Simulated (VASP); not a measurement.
Write the native input for VASP 6.6.1 that does the following.

```yaml
Task: single point
Functional: PBE
Potentials_or_basis: VASP PAW PBE potentials, release 64 (Cd, Hg, Se)
Cutoff: 520 eV
k_mesh: 8 × 8 × 4
Occupations: gaussian, width 0.02 eV
Spin: no spin polarisation
Dipole_correction: no
Further_INCAR_settings: ALGO = Normal; EDIFF = 1e-06; NBANDS = 36
```

The structure of Cd2HgSe3 lies in POSCAR:

```
Cd2HgSe3
1.0
    3.8065731000     -2.1440049000      0.0000000000
    3.8065731000      2.1440049000      0.0000000000
   -1.0078031000      0.0000000000      9.9982993000
Cd Hg Se
2 1 3
Direct
    0.4089590000      0.0030780000      0.3358810000
    0.9969220000      0.5910410000      0.6641190000
    0.6863940000      0.3136060000      0.0000000000
    0.4541120000      0.0319650000      0.8213450000
    0.4855780000      0.5144220000      0.5000000000
    0.9680350000      0.5458880000      0.1786550000
```

One way to write it, as run:

INCAR

```
PREC = Accurate
ENCUT = 520
EDIFF = 1E-6
ISMEAR = 0
SIGMA = 0.02
LREAL = F
LASPH = T
NELM = 100
ALGO = Normal
ISIF = 2
LWAVE = F
LCHARG = F
GGA = PE
NBANDS = 36
```

KPOINTS

```
regular mesh
0
Gamma
  8 8 4
```

Potentials or basis: VASP PAW PBE potentials, release 64 (Cd, Hg, Se).

The run is started by

```console
$ cat potpaw_PBE.64/Cd/POTCAR potpaw_PBE.64/Hg/POTCAR potpaw_PBE.64/Se/POTCAR > POTCAR
$ mpirun -np 1 vasp_std > vasp.out
```

It gave:

```
Pressure               : 0.3 GPa
Largest force          : 0.058 eV/Å
Band gap on the k mesh : 0.66 eV (least direct gap 0.77 eV)
```

Caveat: spin-orbit coupling is left out, which moves the levels of the heavy elements.

It took 5.2 min on 1 thread of Intel(R) Xeon(R) Platinum 8488C (Sapphire Rapids), with other jobs on the host, peak memory 0.56 GiB.
